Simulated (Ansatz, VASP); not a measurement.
## TaN in VASP and in Ansatz

Contents of INCAR:

```
SYSTEM = TaN
PREC = Accurate
ENCUT = 520
EDIFF = 1E-6
ISMEAR = 0
SIGMA = 0.02
LREAL = .False.
LASPH = .True.
NELM = 100
ALGO = Normal
ISIF = 2
LWAVE = .False.
LCHARG = .False.
GGA = PE
NBANDS = 15
```

The input KPOINTS:

```
regular mesh
0
Gamma
  18 18 18
  0 0 0
```

POSCAR

```
TaN
1.0
    0.0000000000      1.9883375000      2.1790000000
    2.3696625000      0.0000000000      2.1790000000
    2.3696625000      1.9883375000      0.0000000000
Ta N
1 1
Direct
    0.5000000000      0.5000000000      0.5000000000
    0.0000000000      0.0000000000      0.0000000000
```

Input for Ansatz:

```yaml
crystal:
  lattice:
    - [0.0, 1.9883375, 2.179]
    - [2.3696625, 0.0, 2.179]
    - [2.3696625, 1.9883375, 0.0]
  atoms:
    - { symbol: Ta, position: [0.5, 0.5, 0.5] }
    - { symbol: "N", position: [0.0, 0.0, 0.0] }
basis:
  ecutwfc: 420
kpoints:
  mp_grid: { grid: [18, 18, 18] }
hamiltonian:
  xc: pbe
scf:
  occupations: { method: gaussian, width: 0.02 }
output:
  forces: true
  stress: true
  eigenvalues: true
```

Change from the starting cell: strain +0.0875 x Voigt [1, -1, 0, 0, 0, 0], atoms carried along.

Alike in both runs: task single point; functional PBE; k mesh 18 × 18 × 18; occupations gaussian, width 0.02 eV; no spin polarisation.

|  | VASP | Ansatz |
| --- | --- | --- |
| version | VASP 6.6.1 | Ansatz 0.2.0 |
| potentials or method | VASP PAW PBE potentials, release 64 (Ta_pv, N), cutoff 520 eV | scalar-relativistic, plane waves, PAW |
| valence electrons in the cell | 16 | 18 |

VASP gave:

| Quantity | Value |
| --- | --- |
| gap on the k mesh at the Fermi level (eV) | none |
| pressure (GPa) | 40.3 |
| traceless stress, the component that is largest in VASP (GPa) | 70.01 |

Task: Which values does Ansatz return?

Result: gap on the k mesh at the Fermi level (eV): none; pressure (GPa): 39.0; traceless stress, the component that is largest in VASP (GPa): 69.19.

A gap of «none» marks a metal or a gap that the smearing closes. Both programs put the cell under a high pressure, so it lies far from rest at this level. The functional is the same, so the differences come from potentials, cutoffs and numerics. VASP's potentials hold 16 valence electrons a cell and Ansatz's 18, so a difference there can come from the potentials and not from the codes.

Spin-orbit coupling is off throughout.
